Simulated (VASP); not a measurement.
Sb:

```
CELL_PARAMETERS angstrom
3.35453 0.00000 0.00000
-1.67727 2.90511 0.00000
0.00000 0.00000 5.47016
ATOMIC_POSITIONS crystal
Sb 0.66667 0.33333 0.75000
Sb 0.33333 0.66667 0.25000
```

| Quantity | Value |
| --- | --- |
| Program | VASP 6.6.1 |
| Task | relaxation of cell and atoms |
| Functional | RPBE |
| Potentials or basis | VASP PAW PBE potentials, release 64 (Sb) |
| Cutoff | 600 eV |
| k mesh | 9 × 9 × 5 |
| Occupations | fermi-dirac, width 0.05 eV |
| Spin | no spin polarisation |

At the start: pressure 2.6 GPa; volume 26.65 Å³/atom.

How do energy, volume and symmetry change on relaxing?

Over 8 steps the energy falls by 10.4 meV/atom and the volume is 27.88 Å³/atom (+4.6 %); space group P6_3/mmc (No. 194, to 0.05 Å).

Step by step:
```
step  energy change (eV)  largest force (eV/Å)  pressure (GPa)  volume (Å³)
   1              0.0000                0.0000            2.59        53.31
   2             -0.0150                0.0000           -1.01        56.70
   3             -0.0183                0.0000            0.00        55.65
   4             -0.0183                0.0000           -0.05        55.70
   5             -0.0185                0.0000           -0.05        55.70
   6             -0.0192                0.0000           -0.07        55.72
   7             -0.0201                0.0000           -0.08        55.74
   8             -0.0207                0.0000           -0.01        55.76
```

Final structure:
```xyz
2
Lattice="3.4772 0.0000 0.0000 -1.7386 3.0114 0.0000 0.0000 0.0000 5.3251" Properties=species:S:1:pos:R:3 pbc="T T T"
Sb    1.7386    1.0038    3.9938
Sb    0.0000    2.0076    1.3313
```

Caveat: the PAW data sets were made with another functional, which shifts forces and pressure a little.
